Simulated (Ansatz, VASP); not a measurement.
**One calculation of TiO2, two programs**

INCAR

```
ALGO = Normal ; EDIFF = 1E-6
ENCUT = 520 ; GGA = PE
ISIF = 2 ; ISMEAR = 0
LASPH = T ; LCHARG = F
LREAL = F ; LWAVE = F
NBANDS = 33 ; NELM = 100
PREC = Accurate ; SIGMA = 0.05
```

Contents of KPOINTS:

```
k-points
0
Gamma
  8 8 10
```

Contents of POSCAR:

```
TiO2
1.0
    4.3797508160      0.0000000000      0.0000000000
    0.0000000000      4.3797508160      0.0000000000
    0.0000000000      0.0000000000      3.1538585626
Ti O
2 4
Direct
    0.0000000000      0.0000000000      0.0000000000
    0.5000000000      0.5000000000      0.5000000000
    0.3050970583      0.3050970583      0.0000000000
    0.1949029417      0.8050970583      0.5000000000
    0.6949029417      0.6949029417      0.0000000000
    0.8050970583      0.1949029417      0.5000000000
```

Input for Ansatz:

```yaml
crystal:
  lattice:
    - [4.379750816, 0.0, 0.0]
    - [0.0, 4.379750816, 0.0]
    - [0.0, 0.0, 3.1538585626]
  atoms:
    - { symbol: Ti, position: [0.0, 0.0, 0.0] }
    - { symbol: Ti, position: [0.5, 0.5, 0.5] }
    - { symbol: O, position: [0.3050970583, 0.3050970583, 0.0] }
    - { symbol: O, position: [0.1949029417, 0.8050970583, 0.5] }
    - { symbol: O, position: [0.6949029417, 0.6949029417, 0.0] }
    - { symbol: O, position: [0.8050970583, 0.1949029417, 0.5] }
basis:
  ecutwfc: 520.0
kpoints:
  mp_grid: { grid: [8, 8, 10] }
hamiltonian:
  xc: pbe
  pseudopotentials: { kind: paw, azcp: { folder: soft_1 } }
scf:
  occupations: { method: gaussian, width: 0.05 }
output:
  forces: true
  stress: true
  eigenvalues: true
```

Alike in both runs: task single point; functional PBE; k mesh 8 × 8 × 10; occupations gaussian, width 0.05 eV; no spin polarisation.

```csv
,VASP,Ansatz
version,VASP 6.6.1,Ansatz 0.2.0
potentials or method,"VASP PAW PBE potentials, release 64 (Ti_sv, O), cutoff 520 eV","scalar-relativistic, plane waves, PAW"
valence electrons in the cell,48,48
```

|  | VASP | Ansatz | Ansatz less VASP |
| --- | --- | --- | --- |
| gap on the k mesh at the Fermi level (eV) | 1.95 | 1.99 | +0.036 |
| least direct gap on the mesh (eV) | 1.95 | 1.99 | +0.036 |
| pressure (GPa) | 10.9 | 10.3 | -0.68 |
| traceless stress, the component that is largest in VASP (GPa) | -17.50 | -17.57 | -0.065 |
| rms of the force components (eV/Å) | 0.005 | 0.001 | -0.0040 |

Atom by atom the forces differ by 0.006 eV/Å (rms over components). The functional is the same, so the differences come from potentials, cutoffs and numerics.
